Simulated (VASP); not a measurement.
# WC in VASP: notebook

Runs on WC. Level: PBEsol. Tasks: single point.

Program: VASP 6.6.1. These are calculated values, not measurements. Logs are shortened: lines on timing, memory, paths and dates and some standing lists are left out, and cuts for length are marked.

## Step 1: The cell of the first run

The typed cell holds 2 atoms: a = 3.101 Å, b = 3.101 Å, c = 3.101 Å, α = 60.00°, β = 60.00°, γ = 60.00°.

## Step 2: Single point, PBEsol

Input file INCAR:

```
SYSTEM = WC
PREC = Accurate ; ENCUT = 520
EDIFF = 1E-7 ; ISMEAR = 1
SIGMA = 0.1 ; LREAL = .False.
LASPH = .True. ; NELM = 80
ALGO = Normal ; ISIF = 2
LWAVE = .False. ; LCHARG = .True.
GGA = PS ; LELF = .True.
LVHAR = .True. ; NBANDS = 16
```

Input file KPOINTS:

```
Automatic mesh
0
Gamma
  6 6 6
  0 0 0
```

Input file POSCAR:

```
WC
1.0
    0.0000000000      2.1926840000      2.1926840000
    2.1926840000      0.0000000000      2.1926840000
    2.1926840000      2.1926840000      0.0000000000
W C
1 1
Direct
   -0.0483678461      0.0112594911      0.0391928971
    0.4374347041      0.5218436949      0.5415452444
```

Potentials or basis: VASP PAW PBE potentials, release 64 (W_sv, C).

The run is started by

```
> cat potpaw_PBE.64/W_sv/POTCAR potpaw_PBE.64/C/POTCAR > POTCAR
> mpirun -np 1 vasp_std > vasp.out
```

OUTCAR:

```text
SYSTEM = WC
   PREC = Accurate
   ENCUT = 520
   EDIFF = 1E-7
   ISMEAR = 1
   LREAL = .False.
   LASPH = .True.
   NELM = 80
   ISIF = 2
   GGA = PS

 ion  position               nearest neighbor table
   1  0.952  0.011  0.039-   2 2.16   2 2.17   2 2.19   2 2.20   2 2.22   2 2.22
   2  0.437  0.522  0.542-   1 2.16   1 2.17   1 2.19   1 2.20   1 2.22   1 2.22

  LATTYP: Found a face centered cubic cell.
 ALAT       =     4.3853680000

  Lattice vectors:

 A1 = (   0.0000000000,   2.1926840000,   2.1926840000)
 A2 = (   2.1926840000,   0.0000000000,   2.1926840000)
 A3 = (   2.1926840000,   2.1926840000,   0.0000000000)

Analysis of symmetry for initial positions (statically):
=====================================================================
 Subroutine PRICEL returns:
 Original cell was already a primitive cell.

 Routine SETGRP: Setting up the symmetry group for a
 face centered cubic supercell.

 Subroutine GETGRP returns: Found  1 space group operations
 (whereof  1 operations were pure point group operations)
 out of a pool of 48 trial point group operations.

The static configuration has the point symmetry C_1 .

Analysis of symmetry for dynamics (positions and initial velocities):
=====================================================================
 Subroutine PRICEL returns:
 Original cell was already a primitive cell.

 Routine SETGRP: Setting up the symmetry group for a
 face centered cubic supercell.

 Subroutine GETGRP returns: Found  1 space group operations
 (whereof  1 operations were pure point group operations)
 out of a pool of 48 trial point group operations.

The dynamic configuration has the point symmetry C_1 .

 Subroutine INISYM returns: Found  1 space group operations
 (whereof  1 operations are pure point group operations),
 and found     1 'primitive' translations

----------------------------------------------------------------------------------------

                                     Primitive cell

  volume of cell :      21.0842

  direct lattice vectors                    reciprocal lattice vectors
     0.000000000  2.192684000  2.192684000    -0.228031034  0.228031034  0.228031034
     2.192684000  0.000000000  2.192684000     0.228031034 -0.228031034  0.228031034
     2.192684000  2.192684000  0.000000000     0.228031034  0.228031034 -0.228031034

  length of vectors
     3.100923451  3.100923451  3.100923451     0.394961337  0.394961337  0.394961337

[... 74 lines left out ...]
   ISPIN  =      1    spin polarized calculation?
   LNONCOLLINEAR =      F non collinear calculations
   LSORBIT =      F    spin-orbit coupling
   LASPH  =      T    aspherical Exc in radial PAW
   ENCUT  =  520.0 eV  38.22 Ry    6.18 a.u.   5.77  5.77  5.77*2*pi/ulx,y,z
   NELM   =     80;   NELMIN=  2; NELMDL= -5     # of ELM steps
   EDIFF  = 0.1E-06   stopping-criterion for ELM
   LREAL  =      F    real-space projection
   EDIFFG = 0.1E-05   stopping-criterion for IOM
   NSW    =      0    number of steps for IOM
   IBRION =     -1    ionic relax: 0-MD 1-quasi-New 2-CG
   NFREE  =      0    steps in history (QN), initial steepest desc. (CG)
   ISIF   =      2    stress and relaxation
   ISYM   =      2    0-nonsym 1-usesym 2-fastsym
   POTIM  = 0.5000    time-step for ionic-motion
   TEBEG  =    0.0;   TEEND  =   0.0 temperature during run
   PSTRESS=    0.0 pullay stress
   NELECT =      18.0000    total number of electrons
   NUPDOWN=      -1.0000    fix difference up-down
   EMIN   =  10.00;   EMAX   =-10.00  energy-range for DOS
   EFERMI =   0.00;   METHOD = LEGACY
   ISMEAR =     1;   SIGMA  =   0.10  broadening in eV -4-tet -1-fermi 0-gaus
   EFERMI_NEDOS =   21; number of points for ismear=-14 and -15
   IALGO  =     38    algorithm
   IMIX   =      4    mixing-type and parameters
     AMIX     =   0.40;   BMIX     =  1.00
     AMIX_MAG =   1.60;   BMIX_MAG =  1.00
  volume/ion in A,a.u.               =      10.54        71.14
  Fermi-wavevector in a.u.,A,eV,Ry     =   1.553029  2.934800 32.815887  2.411900
  Thomas-Fermi vector in A             =   2.657319
   LORBIT       =      0    0 simple, 1 ext, 2 COOP (PROOUT), +10 PAW based schemes
   GGA     = PS    functional components
   LHFCALC =     F    Hartree Fock is set to
   AEXX    =    0.0000 exact exchange contribution
   IVDW    =     0    specifies the selected vdW correction
   LEPSILON=     F    determine dielectric tensor
   LRPA    =     F    only Hartree local field effects (RPA)
 non-spin polarized calculation
 Methfessel and Paxton  Order N= 1 SIGMA  =   0.10
  energy-cutoff  :      520.00
  volume of cell :       21.08
 maximum number of plane-waves:       588
   NGX = 11   NGY = 11   NGZ = 11

 number of electron      18.0000001 magnetization

 Free energy of the ion-electron system (eV)
  ---------------------------------------------------
  ext. energy  EPLUGINS =         0.00000000
  ---------------------------------------------------
  free energy    TOTEN  =       -22.91999827 eV

  energy without entropy =      -22.91816170  energy(sigma->0) =      -22.91938608

 E-fermi :  12.1906     XC(G=0): -13.8411

 val. band max:       12.1605080304   @ k =  -0.3333   0.1667   0.0000
 cond. band min:      12.4086454024   @ k =   0.1667  -0.3333   0.3333
 fundamental gap:      0.2481373720
 Fermi energy:        12.1906221591

 k-point     1 :       0.0000    0.0000    0.0000
  band No.  band energies     occupation
      1     -63.1071      2.00000
      2     -27.1068      2.00000
      3     -27.1060      2.00000
      4     -27.1049      2.00000
      5      -3.5313      2.00000
      6       9.4454      2.00000
[... 433 lines left out ...]
      3     -27.2016      2.00000
      4     -27.2000      2.00000
      5      -1.2846      2.00000
      6       4.9515      2.00000
[... 8 lines left out ...]
     15      24.7632      0.00000
     16      26.8845      0.00000

 [... further k-points ...]
[... 5 lines left out ...]
  --------------------------------------------------------------------------------------
  -------------------------------------------------------------------------------------
  Total       -1.0529940     -1.0631266     -1.1111188      0.0067961     -0.0017276      0.0019171
  in kB      -80.0162741    -80.7862453    -84.4331369      0.5164295     -0.1312801      0.1456808
  external PRESSURE =     -81.7452188 kB  Pullay stress =       0.0000000 kB

 VOLUME and BASIS-vectors are now :
 -----------------------------------------------------------------------------
  energy-cutoff  :      520.00
  volume of cell :       21.08
      direct lattice vectors                 reciprocal lattice vectors
     0.000000000  2.192684000  2.192684000    -0.228031034  0.228031034  0.228031034
     2.192684000  0.000000000  2.192684000     0.228031034 -0.228031034  0.228031034
     2.192684000  2.192684000  0.000000000     0.228031034  0.228031034 -0.228031034

 POSITION                                       TOTAL-FORCE (eV/Angst)
 -----------------------------------------------------------------------------------
      0.11063      2.17257      2.11132         0.219849     -0.200891     -0.060717
      2.33168      2.14659      2.10339        -0.219849      0.200891      0.060717
 -----------------------------------------------------------------------------------
    total drift:                               -0.000006     -0.000001      0.000005

  FREE ENERGIE OF THE ION-ELECTRON SYSTEM (eV)
  ---------------------------------------------------
  free  energy   TOTEN  =       -22.9199982676 eV

  energy  without entropy=      -22.9181616975  energy(sigma->0) =      -22.91938608
```

OSZICAR:

```text
N       E                     dE             d eps       ncg     rms          rms(c)
DAV:   1     0.111653165157E+03    0.11165E+03   -0.92459E+03  3584   0.124E+03
DAV:   2    -0.228365513190E+02   -0.13449E+03   -0.12987E+03  4408   0.343E+02
DAV:   3    -0.261838010642E+02   -0.33472E+01   -0.33382E+01  3856   0.508E+01
DAV:   4    -0.262010723003E+02   -0.17271E-01   -0.17270E-01  4680   0.418E+00
DAV:   5    -0.262012084840E+02   -0.13618E-03   -0.13618E-03  3904   0.344E-01    0.312E+01
DAV:   6    -0.230487302076E+02    0.31525E+01   -0.83630E+00  4440   0.269E+01    0.818E+00
DAV:   7    -0.229522329622E+02    0.96497E-01   -0.42182E-01  3856   0.534E+00    0.640E+00
DAV:   8    -0.229242622621E+02    0.27971E-01   -0.92958E-02  4104   0.221E+00    0.133E+00
DAV:   9    -0.229201113890E+02    0.41509E-02   -0.74352E-03  4056   0.552E-01    0.122E-01
DAV:  10    -0.229200036143E+02    0.10777E-03   -0.58924E-04  4048   0.233E-01    0.988E-02
DAV:  11    -0.229200005545E+02    0.30598E-05   -0.45688E-05  4176   0.545E-02    0.270E-02
DAV:  12    -0.229199982160E+02    0.23385E-05   -0.57566E-06  4184   0.207E-02    0.163E-03
DAV:  13    -0.229199982676E+02   -0.51624E-07   -0.15449E-07  4144   0.306E-03
   1 F= -.22919998E+02 E0= -.22919386E+02  d E =-.183657E-02
```

stdout:

```text
POSCAR found type information on POSCAR W C
 POSCAR found :  2 types and       2 ions
 scaLAPACK will be used
 -----------------------------------------------------------------------------
|                                                                             |
|                                                                             |
|     You enforced a specific xc type in the INCAR file but a different       |
|     I HOPE YOU KNOW WHAT YOU ARE DOING!                                     |
|                                                                             |
 -----------------------------------------------------------------------------

 LDA part: xc-table for (Slater+PW92), standard interpolation
 POSCAR, INCAR and KPOINTS ok, starting setup
 FFT: planning ... GRIDC
 FFT: planning ... GRID_SOFT
 FFT: planning ... GRID
 WAVECAR not read
 entering main loop
```

Wall time 13 s (1 thread of Intel Xeon 6975P-C (Granite Rapids), shared host); peak memory 0.16 GiB.

Results:

```yaml
Free_energy: -22.9200 eV
Pressure: -8.2 GPa
Largest_force: 0.304 eV/Å
Band_gap_on_the_k_mesh: zero (band 9 reaches 13.30 eV, above the bottom of band 10 at 10.43 eV)
```

Forces in eV/Å, atoms in the order of the input:
```
W    0.220 -0.201 -0.061
C   -0.220  0.201  0.061
```

Stress tensor (GPa, compression positive):
```
-8.00  0.05  0.01
 0.05 -8.08 -0.01
 0.01 -0.01 -8.44
```

Levels at points of the mesh, in eV from the Fermi level:
```csv
k point,band 6,band 7,band 8,band 9,band 10,band 11,band 12,band 13
"(0.00, 0.00, 0.00)",-2.75,-2.73,-2.70,-1.29,-1.13,-0.92,-0.70,-0.59
"(0.50, 0.00, 0.00)",-9.74,-6.52,-6.52,1.11,1.12,2.40,4.96,8.87
"(0.00, 0.50, 0.00)",-9.74,-6.52,-6.51,1.11,1.12,2.40,4.95,8.86
"(0.00, 0.00, 0.50)",-9.75,-6.51,-6.51,1.11,1.11,2.39,4.93,8.83
"(0.50, 0.50, 0.50)",-9.75,-6.51,-6.51,1.11,1.11,2.39,4.93,8.83
"(0.50, 0.50, 0.00)",-5.75,-5.53,-2.44,-2.39,0.93,2.35,2.35,5.48
"(0.00, 0.50, 0.50)",-5.74,-5.53,-2.43,-2.41,0.92,2.34,2.35,5.46
"(0.50, 0.00, 0.50)",-5.74,-5.53,-2.43,-2.40,0.92,2.34,2.35,5.46
```

Caveat: the k points lie up to 0.41 Å⁻¹ apart; the PAW data sets were made with another functional, which shifts forces and pressure a little; spin-orbit coupling is left out, which moves the levels of the heavy elements.

## Step 3: Single point, PBEsol

Input file INCAR:

```
PREC     = Accurate       # precision mode
ENCUT    = 520            # plane-wave cutoff, eV
EDIFF    = 1E-6           # SCF threshold, eV
ISMEAR   = 1              # smearing method
SIGMA    = 0.1            # smearing width, eV
LREAL    = F              # projectors in reciprocal space
LASPH    = T              # aspherical terms in the spheres
NELM     = 100            # most SCF steps
ALGO     = Normal         # electronic algorithm
ISIF     = 2              # what is computed and relaxed
LWAVE    = F              # write WAVECAR
LCHARG   = F              # write CHGCAR
GGA      = PS             # functional
NBANDS   = 16             # bands
```

Input file KPOINTS:

```
regular mesh
0
Gamma
  6 6 6
```

Input file POSCAR:

```
WC
1.0
    0.0000000000      2.1926840000      2.1926840000
    2.1926840000      0.0000000000      2.1926840000
    2.1926840000      2.1926840000      0.0000000000
W C
1 1
Direct
   -0.0544302022      0.0163039861      0.0379907735
    0.4434982062      0.5167982702      0.5427474414
```

Potentials or basis: VASP PAW PBE potentials, release 64 (W_sv, C).

The run is started by

```
> cat potpaw_PBE.64/W_sv/POTCAR potpaw_PBE.64/C/POTCAR > POTCAR
> mpirun -np 1 vasp_std > vasp.out
```

Run time: 12 s. Hardware: 1 thread of Intel Xeon 6975P-C (Granite Rapids), shared host; peak memory 0.16 GiB.

It converged, with:

```
Free energy            : -22.9252 eV
Pressure               : -8.4 GPa
Largest force          : 0.101 eV/Å
Band gap on the k mesh : zero (band 9 reaches 13.31 eV, above the bottom of band 10 at 10.44 eV)
```

Forces in eV/Å, atoms in the order of the input:
```
W    0.087  0.044 -0.026
C   -0.087 -0.044  0.026
```

Levels at points of the mesh, in eV from the Fermi level:
| k point | band 7 | band 8 | band 9 | band 10 | band 11 | band 12 |
| --- | --- | --- | --- | --- | --- | --- |
| (0.00, 0.00, 0.00) | -2.70 | -2.70 | -1.08 | -1.01 | -0.97 | -0.88 |
| (0.50, 0.00, 0.00) | -6.52 | -6.52 | 1.11 | 1.11 | 2.39 | 4.96 |
| (0.00, 0.50, 0.00) | -6.52 | -6.52 | 1.11 | 1.11 | 2.39 | 4.96 |
| (0.00, 0.00, 0.50) | -6.52 | -6.52 | 1.11 | 1.11 | 2.39 | 4.96 |
| (0.50, 0.50, 0.50) | -6.52 | -6.52 | 1.11 | 1.11 | 2.39 | 4.96 |
| (0.50, 0.50, 0.00) | -5.53 | -2.43 | -2.42 | 0.91 | 2.34 | 2.34 |
| (0.00, 0.50, 0.50) | -5.53 | -2.43 | -2.42 | 0.91 | 2.34 | 2.34 |
| (0.50, 0.00, 0.50) | -5.53 | -2.43 | -2.42 | 0.91 | 2.34 | 2.34 |

Caveat: the k points lie up to 0.41 Å⁻¹ apart; the PAW data sets were made with another functional, which shifts forces and pressure a little; spin-orbit coupling is left out, which moves the levels of the heavy elements.

[end of part 1 of 2]
